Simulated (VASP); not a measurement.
# GaSeS2 (P-4m2) in VASP: a series of runs

Runs on GaSeS2. Level: PBE. Tasks: single point, relaxation of cell and atoms.

Everything below comes from runs of VASP 6.6.1. Logs are shortened: lines on timing, memory, paths and dates and some standing lists are left out, and cuts for length are marked.

## (1) The cell of the first run

The structure is tetragonal, space group P-4m2 (No. 115). Conventional cell: a = 3.513 Å, b = 3.513 Å, c = 7.324 Å, α = 90.00°, β = 90.00°, γ = 90.00°. Within 3.0 Å of Ga (site symmetry -4m2) lie 4 S at 2.30 Å. Within 3.7 Å of Se (site symmetry -4m2) lie 4 S at 2.80 Å and 4 Se at 3.51 Å. S (site symmetry 2mm) has 2 Ga at 2.30 Å and 2 Se at 2.80 Å within 3.0 Å.

## (2) Single point, PBE

The input, INCAR:

```
PREC     = Accurate       # precision mode
ENCUT    = 520            # plane-wave cutoff, eV
EDIFF    = 1E-7           # SCF threshold, eV
ISMEAR   = 0              # smearing method
SIGMA    = 0.1            # smearing width, eV
LREAL    = F              # projectors in reciprocal space
LASPH    = T              # aspherical terms in the spheres
NELM     = 100            # most SCF steps
ALGO     = Normal         # electronic algorithm
ISIF     = 2              # what is computed and relaxed
LWAVE    = F              # write WAVECAR
LCHARG   = F              # write CHGCAR
GGA      = PE             # functional
NBANDS   = 24             # bands
```

The input, KPOINTS:

```
regular mesh
0
Gamma
  4 4 4
```

The input, POSCAR:

```
GaSeS2
1.0
    3.5133420048      0.0000000000      0.0000000000
    0.0000000000      3.5133420048      0.0000000000
    0.0000000000      0.0000000000      7.3241412457
Ga Se S
1 1 2
Direct
    0.0000000000      0.0000000000      0.0000000000
    0.5000000000      0.5000000000      0.5000000000
    0.0000000000      0.5000000000      0.2028016575
    0.5000000000      0.0000000000      0.7971983425
```

Potentials or basis: VASP PAW PBE potentials, release 64 (Ga_d, Se, S).

Started as:

```console
$ cat potpaw_PBE.64/Ga_d/POTCAR potpaw_PBE.64/Se/POTCAR potpaw_PBE.64/S/POTCAR > POTCAR
$ mpirun -np 1 vasp_std > vasp.out
```

OUTCAR:

```text
PREC = Accurate
   ENCUT = 520
   EDIFF = 1E-7
   ISMEAR = 0
   LREAL = F
   LASPH = T
   NELM = 100
   ISIF = 2
   GGA = PE

 ion  position               nearest neighbor table
   1  0.000  0.000  0.000-   3 2.30   4 2.30   3 2.30   4 2.30
   2  0.500  0.500  0.500-
   3  0.000  0.500  0.203-   1 2.30   1 2.30
   4  0.500  0.000  0.797-   1 2.30   1 2.30

  LATTYP: Found a simple tetragonal cell.
 ALAT       =     3.5133420048
 C/A-ratio  =     2.0846650385

  Lattice vectors:

 A1 = (   3.5133420048,   0.0000000000,   0.0000000000)
 A2 = (   0.0000000000,   3.5133420048,   0.0000000000)
 A3 = (   0.0000000000,   0.0000000000,   7.3241412457)

Analysis of symmetry for initial positions (statically):
=====================================================================
 Subroutine PRICEL returns:
 Original cell was already a primitive cell.

 Routine SETGRP: Setting up the symmetry group for a
 simple tetragonal supercell.

 Subroutine GETGRP returns: Found  8 space group operations
 (whereof  8 operations were pure point group operations)
 out of a pool of 16 trial point group operations.

The static configuration has the point symmetry D_2d.

Analysis of symmetry for dynamics (positions and initial velocities):
=====================================================================
 Subroutine PRICEL returns:
 Original cell was already a primitive cell.

 Routine SETGRP: Setting up the symmetry group for a
 simple tetragonal supercell.

 Subroutine GETGRP returns: Found  8 space group operations
 (whereof  8 operations were pure point group operations)
 out of a pool of 16 trial point group operations.

The dynamic configuration has the point symmetry D_2d.

 Subroutine INISYM returns: Found  8 space group operations
 (whereof  8 operations are pure point group operations),
 and found     1 'primitive' translations

----------------------------------------------------------------------------------------

                                     Primitive cell

  volume of cell :      90.4061

[... 77 lines left out ...]
   ISTART =      0    job   : 0-new  1-cont  2-samecut
   ICHARG =      2    charge: 1-file 2-atom 10-const
   ISPIN  =      1    spin polarized calculation?
   LNONCOLLINEAR =      F non collinear calculations
   LSORBIT =      F    spin-orbit coupling
   LASPH  =      T    aspherical Exc in radial PAW
   ENCUT  =  520.0 eV  38.22 Ry    6.18 a.u.   6.53  6.53 13.62*2*pi/ulx,y,z
   NELM   =    100;   NELMIN=  2; NELMDL= -5     # of ELM steps
   EDIFF  = 0.1E-06   stopping-criterion for ELM
   LREAL  =      F    real-space projection
   EDIFFG = 0.1E-05   stopping-criterion for IOM
   NSW    =      0    number of steps for IOM
   IBRION =     -1    ionic relax: 0-MD 1-quasi-New 2-CG
   NFREE  =      0    steps in history (QN), initial steepest desc. (CG)
   ISIF   =      2    stress and relaxation
   ISYM   =      2    0-nonsym 1-usesym 2-fastsym
   POTIM  = 0.5000    time-step for ionic-motion
   TEBEG  =    0.0;   TEEND  =   0.0 temperature during run
   PSTRESS=    0.0 pullay stress
   NELECT =      31.0000    total number of electrons
   NUPDOWN=      -1.0000    fix difference up-down
   EMIN   =  10.00;   EMAX   =-10.00  energy-range for DOS
   EFERMI =   0.00;   METHOD = LEGACY
   ISMEAR =     0;   SIGMA  =   0.10  broadening in eV -4-tet -1-fermi 0-gaus
   EFERMI_NEDOS =   21; number of points for ismear=-14 and -15
   IALGO  =     38    algorithm
   IMIX   =      4    mixing-type and parameters
     AMIX     =   0.40;   BMIX     =  1.00
     AMIX_MAG =   1.60;   BMIX_MAG =  1.00
  volume/ion in A,a.u.               =      22.60       152.52
  Fermi-wavevector in a.u.,A,eV,Ry     =   1.145855  2.165351 17.864217  1.312983
  Thomas-Fermi vector in A             =   2.282541
   LORBIT       =      0    0 simple, 1 ext, 2 COOP (PROOUT), +10 PAW based schemes
   GGA     = PE    functional components
   LHFCALC =     F    Hartree Fock is set to
   AEXX    =    0.0000 exact exchange contribution
   IVDW    =     0    specifies the selected vdW correction
   LEPSILON=     F    determine dielectric tensor
   LRPA    =     F    only Hartree local field effects (RPA)
 non-spin polarized calculation
 Gauss-broadening in eV      SIGMA  =   0.10
  energy-cutoff  :      520.00
  volume of cell :       90.41
 maximum number of plane-waves:      2471
 NGX is ok and might be reduce to    28
   NGX = 13   NGY = 13   NGZ = 27

 number of electron      31.0000011 magnetization

 Free energy of the ion-electron system (eV)
  ---------------------------------------------------
  ext. energy  EPLUGINS =         0.00000000
  ---------------------------------------------------
  free energy    TOTEN  =       -14.67116787 eV

  energy without entropy =      -14.66170168  energy(sigma->0) =      -14.66643477

 E-fermi :   3.6755     XC(G=0):  -9.4068

 val. band max:        3.6219100407   @ k =   0.2500   0.2500   0.5000
 cond. band min:       3.8548074574   @ k =   0.5000   0.5000   0.5000
 fundamental gap:      0.2328974167
 Fermi energy:         3.6754674759

 k-point     1 :       0.0000    0.0000    0.0000
  band No.  band energies     occupation
      1     -11.5776      2.00000
      2     -11.3357      2.00000
      3     -11.3357      2.00000
      4     -11.3110      2.00000
      5     -11.2308      2.00000
      6     -10.9852      2.00000
[... 475 lines left out ...]
     23      13.8913      0.00000
     24      13.8913      0.00000

------------------------ aborting loop because EDIFF is reached ----------------------------------------

  FORCE on cell =-STRESS in cart. coord.  units (eV):
  Direction    XX          YY          ZZ          XY          YZ          ZX
  --------------------------------------------------------------------------------------
  -------------------------------------------------------------------------------------
  Total       -0.0264687     -0.0264687      0.0542389      0.0000000      0.0000000      0.0000000
  in kB       -0.4690781     -0.4690781      0.9612225      0.0000000      0.0000000      0.0000000
  external PRESSURE =       0.0076888 kB  Pullay stress =       0.0000000 kB

 VOLUME and BASIS-vectors are now :
 -----------------------------------------------------------------------------
  energy-cutoff  :      520.00
  volume of cell :       90.41
      direct lattice vectors                 reciprocal lattice vectors
     3.513342005  0.000000000  0.000000000     0.284629279  0.000000000  0.000000000
     0.000000000  3.513342005  0.000000000     0.000000000  0.284629279  0.000000000
     0.000000000  0.000000000  7.324141246     0.000000000  0.000000000  0.136534778

 POSITION                                       TOTAL-FORCE (eV/Angst)
 -----------------------------------------------------------------------------------
      0.00000      0.00000      0.00000         0.000000     -0.000000      0.000000
      1.75667      1.75667      3.66207        -0.000000      0.000000      0.000000
      0.00000      1.75667      1.48535        -0.000000     -0.000000     -0.011978
      1.75667      0.00000      5.83879        -0.000000     -0.000000      0.011978
 -----------------------------------------------------------------------------------
    total drift:                               -0.000000      0.000000     -0.000000

  FREE ENERGIE OF THE ION-ELECTRON SYSTEM (eV)
  ---------------------------------------------------
  free  energy   TOTEN  =       -14.6711678689 eV

  energy  without entropy=      -14.6617016798  energy(sigma->0) =      -14.66643477
```

OSZICAR:

```text
N       E                     dE             d eps       ncg     rms          rms(c)
DAV:   1     0.228416041699E+03    0.22842E+03   -0.13739E+04   904   0.147E+03
DAV:   2     0.129785931772E+02   -0.21544E+03   -0.19721E+03   944   0.386E+02
DAV:   3    -0.141190894370E+02   -0.27098E+02   -0.26277E+02  1104   0.105E+02
DAV:   4    -0.150884475875E+02   -0.96936E+00   -0.96557E+00  1032   0.226E+01
DAV:   5    -0.151183756802E+02   -0.29928E-01   -0.29919E-01  1176   0.342E+00    0.108E+01
DAV:   6    -0.146838851242E+02    0.43449E+00   -0.10730E+00  1216   0.150E+01    0.724E+00
DAV:   7    -0.146699743287E+02    0.13911E-01   -0.26022E-01  1048   0.397E+00    0.281E+00
DAV:   8    -0.146709026519E+02   -0.92832E-03   -0.39105E-02  1024   0.155E+00    0.289E-01
DAV:   9    -0.146710034383E+02   -0.10079E-03   -0.37496E-03  1120   0.372E-01    0.162E-01
DAV:  10    -0.146710638897E+02   -0.60451E-04   -0.44194E-04  1040   0.138E-01    0.105E-01
DAV:  11    -0.146711435755E+02   -0.79686E-04   -0.14051E-04  1096   0.648E-02    0.296E-02
DAV:  12    -0.146711664925E+02   -0.22917E-04   -0.29215E-05   976   0.322E-02    0.104E-02
DAV:  13    -0.146711672910E+02   -0.79842E-06   -0.16089E-06  1184   0.100E-02    0.928E-03
DAV:  14    -0.146711678338E+02   -0.54285E-06   -0.98582E-07   944   0.530E-03    0.197E-03
DAV:  15    -0.146711678689E+02   -0.35071E-07   -0.60048E-08   840   0.264E-03
   1 F= -.14671168E+02 E0= -.14666435E+02  d E =-.946619E-02
```

stdout:

```text
POSCAR found type information on POSCAR GaSeS
 POSCAR found :  3 types and       4 ions
 scaLAPACK will be used
 LDA part: xc-table for (Slater+PW92), standard interpolation
 POSCAR, INCAR and KPOINTS ok, starting setup
 FFT: planning ... GRIDC
 FFT: planning ... GRID_SOFT
 FFT: planning ... GRID
 WAVECAR not read
 entering main loop
```

Run time: 36 s. Hardware: 1 thread of Intel Xeon Platinum 8259CL at 2.50GHz (Skylake/Cascade Lake), shared host; peak memory 0.21 GiB.

Results:

```yaml
Free_energy: -14.6712 eV
Pressure: 0.0 GPa
Largest_force: 0.012 eV/Å
```

Forces on the atoms (eV/Å):
```
Ga   0.000  0.000  0.000
Se   0.000  0.000  0.000
S    0.000  0.000 -0.012
S    0.000  0.000  0.012
```

Stress tensor (GPa, compression positive):
```
-0.05  0.00  0.00
 0.00 -0.05  0.00
 0.00  0.00  0.10
```

Caveat: the k points lie up to 0.45 Å⁻¹ apart.

## (3) Single point, PBE

This run uses another cell than the first one, of 25.81 Å³/atom, 1.142 times its volume.

The input, INCAR:

```
PREC = Accurate ; ENCUT = 520
EDIFF = 1E-6 ; ISMEAR = 0
SIGMA = 0.1 ; LREAL = F
LASPH = T ; NELM = 100
ALGO = Normal ; ISIF = 2
LWAVE = F ; LCHARG = T
GGA = PE ; LELF = T
LVHAR = T ; NBANDS = 24
```

The input, KPOINTS:

```
Automatic mesh
0
Gamma
  4 4 4
```

The input, POSCAR:

```
GaSeS2
1.0
    4.1822724100      0.0000000000      0.0000000000
    0.0000000000      4.1822724100      0.0000000000
    0.0000000000      0.0000000000      5.9026991400
Ga Se S
1 1 2
Direct
    0.0000000000      0.0000000000      0.0000000000
    0.5000000000      0.5000000000      0.5000000000
    0.0000000000      0.5000000000      0.2503911900
    0.5000000000      0.0000000000      0.7496088100
```

Potentials or basis: VASP PAW PBE potentials, release 64 (Ga_d, Se, S).

Started as:

```console
$ cat potpaw_PBE.64/Ga_d/POTCAR potpaw_PBE.64/Se/POTCAR potpaw_PBE.64/S/POTCAR > POTCAR
$ mpirun -np 1 vasp_std > vasp.out
```

Run time: 35 s. Hardware: 1 thread of Intel Xeon Platinum 8259CL at 2.50GHz (Skylake/Cascade Lake), shared host; peak memory 0.22 GiB.

The run converged. Its results:

```yaml
Free_energy: -13.3309 eV
Pressure: 1.7 GPa
Largest_force: 0.502 eV/Å
```

Forces in eV/Å, atoms in the order of the input:
```
Ga   0.000  0.000  0.000
Se   0.000  0.000  0.000
S    0.000  0.000 -0.502
S    0.000  0.000  0.502
```

Stress tensor (GPa, compression positive):
```
1.97 0.00 0.00
0.00 1.97 0.00
0.00 0.00 1.12
```

Levels at points of the mesh, in eV from the Fermi level:
| k point | band 13 | band 14 | band 15 | band 16 | band 17 | band 18 | band 19 | band 20 |
| --- | --- | --- | --- | --- | --- | --- | --- | --- |
| (0.00, 0.00, 0.00) | -3.03 | -3.03 | -1.55 | -0.68 | 0.08 | 0.08 | 1.82 | 5.40 |
| (0.50, 0.00, 0.00) | -3.31 | -2.46 | 0.13 | 0.37 | 0.38 | 0.96 | 3.38 | 3.65 |
| (0.50, 0.50, 0.00) | -4.05 | -2.24 | -0.78 | -0.78 | 0.15 | 2.37 | 4.31 | 4.31 |
| (0.00, 0.00, 0.50) | -3.55 | -2.24 | -2.07 | -0.06 | 0.78 | 0.78 | 1.60 | 4.50 |
| (0.50, 0.00, 0.50) | -3.41 | -3.28 | -1.71 | 0.18 | 0.58 | 1.61 | 3.54 | 4.42 |
| (0.50, 0.50, 0.50) | -4.56 | -1.42 | 0.40 | 0.40 | 1.25 | 1.74 | 3.04 | 3.04 |

Caveat: the k points lie up to 0.38 Å⁻¹ apart.

## (4) Relaxation of cell and atoms, PBE

This run uses another cell than the first one, of 25.81 Å³/atom, 1.142 times its volume.

The input, INCAR:

```
SYSTEM = GaSeS2
PREC = Accurate
ENCUT = 600
EDIFF = 1E-6
ISMEAR = 0
SIGMA = 0.1
LREAL = .FALSE.
LASPH = .TRUE.
NELM = 60
ALGO = Normal
ISIF = 3
LWAVE = .FALSE.
LCHARG = .FALSE.
GGA = PE
IBRION = 2
NSW = 90
EDIFFG = -0.04
```

The input, KPOINTS:

```
Automatic mesh
0
G
  4 4 4
  0 0 0
```

POSCAR is that of step 3.

Started as:

```console
$ cat potpaw_PBE.64/Ga_d/POTCAR potpaw_PBE.64/Se/POTCAR potpaw_PBE.64/S/POTCAR > POTCAR
$ mpirun -np 1 vasp_std > vasp.out
```

It took 12 min on 1 thread of Intel Xeon Platinum 8259CL at 2.50GHz (Skylake/Cascade Lake), shared host; peak memory 0.28 GiB.

It converged, with:

```
Free energy                            : -14.6693 eV
Relaxed volume                         : 22.65 Å³/atom
Relaxed cell                           : a = 3.520 Å, b = 3.520 Å, c = 7.312 Å, α = 90.00°, β = 90.00°, γ = 90.00°
Space group after relaxing (to 0.05 Å) : P-4m2 (No. 115)
Energy gained by relaxing              : 334.6 meV/atom
Ionic steps                            : 30
Pressure after relaxing                : 0.0 GPa
Largest force after relaxing           : 0.029 eV/Å
```

Forces on the atoms (eV/Å):
```
Ga   0.000  0.000  0.000
Se   0.000  0.000  0.000
S    0.000  0.000  0.029
S    0.000  0.000 -0.029
```

Stress tensor (GPa, compression positive):
```
-0.12  0.00  0.00
 0.00 -0.12  0.00
 0.00  0.00  0.26
```

The path:
```tsv
step	energy change (eV)	largest force (eV/Å)	pressure (GPa)	volume (Å³)
1	0.0000	0.5023	1.69	103.25
2	-0.0412	0.3441	-0.12	107.37
3	-0.0432	0.2974	-0.67	108.72
4	-0.0597	0.3084	-0.63	108.06
5	-0.0986	0.2715	-0.44	106.06
6	-0.0879	0.0577	0.54	102.09
7	-0.1103	0.1828	-0.14	104.49
8	-0.1262	0.1910	-0.05	103.90
9	-0.1768	0.0943	0.35	102.12
10	-0.2230	0.3656	1.82	98.58
11	-0.2306	0.4090	1.86	98.45
12	-0.2486	0.5724	2.05	98.05
13	-0.2473	1.0499	2.76	97.22
14	-0.2552	0.7753	2.34	97.67
15	-0.2805	0.7941	2.10	98.00
16	-0.3528	0.8548	1.54	98.95
17	-0.4781	0.9609	0.51	100.81
18	-0.6571	1.0811	-1.32	104.30
19	-0.7484	0.9833	-3.94	110.39
20	-0.7560	1.0653	-3.25	108.50
21	-0.9000	1.0170	-3.11	106.13
22	-1.0330	0.8950	-2.80	102.59
23	-0.9344	0.3738	-1.53	94.90
24	-1.0635	0.7784	-2.60	100.51
25	-1.1754	0.8883	-1.08	96.28
26	-1.2471	1.0047	2.37	89.63
27	-1.3126	0.4856	1.68	89.28
28	-1.3283	0.0467	1.25	88.97
29	-1.3285	0.0849	1.28	89.00
30	-1.3383	0.0294	0.01	90.60
```

Final structure:
```yaml
crystal:
  lattice:
    - [3.52013, 0.00000, 0.00000]
    - [0.00000, 3.52013, 0.00000]
    - [0.00000, 0.00000, 7.31157]
  atoms:
    - { symbol: Ga, position: [0.00000, 0.00000, 0.00000] }
    - { symbol: Se, position: [0.50000, 0.50000, 0.50000] }
    - { symbol: S, position: [0.00000, 0.50000, 0.20213] }
    - { symbol: S, position: [0.50000, 0.00000, 0.79787] }
```

Levels at points of the mesh, in eV from the Fermi level:
```tsv
k point	band 12	band 13	band 14	band 15	band 16	band 17	band 18	band 19
(0.00, 0.00, 0.00)	-2.73	-1.30	-1.30	0.40	0.40	1.14	2.42	2.95
(0.50, 0.00, 0.00)	-1.99	-1.98	-1.36	-0.70	-0.28	0.97	2.35	5.08
(0.50, 0.50, 0.00)	-4.32	-4.30	-3.09	-1.30	-1.30	1.13	1.90	4.18
(0.00, 0.00, 0.50)	-1.77	-1.77	-1.69	-0.57	0.87	0.87	2.93	3.01
(0.50, 0.00, 0.50)	-3.96	-2.02	-1.98	-1.35	0.94	1.22	3.25	5.71
(0.50, 0.50, 0.50)	-4.42	-4.42	-2.27	-0.87	-0.87	0.17	2.53	3.07
```

Caveat: the k points lie up to 0.45 Å⁻¹ apart in the final cell.

## (5) Overview

```tsv
task	cell	cutoff (eV)	gap on the mesh (eV)	pressure (GPa)	largest force (eV/Å)
single point	a = 3.513, b = 3.513, c = 7.324 Å, 4 atoms	520	none	0.0	0.01
single point	a = 4.182, b = 4.182, c = 5.903 Å, 4 atoms	520	none	1.7	0.50
relaxation of cell and atoms	relaxed from a = 4.182, b = 4.182, c = 5.903 Å, 4 atoms	600	none	0.0	0.03
```

Alike in all rows: level PBE; potentials or basis VASP PAW PBE potentials, release 64 (Ga_d, Se, S); no spin polarisation; k mesh 4 × 4 × 4; smearing gaussian 0.1 eV.

Caveats: all runs use coarse meshes.

Absolute energies hang on the potentials; compare differences alone.
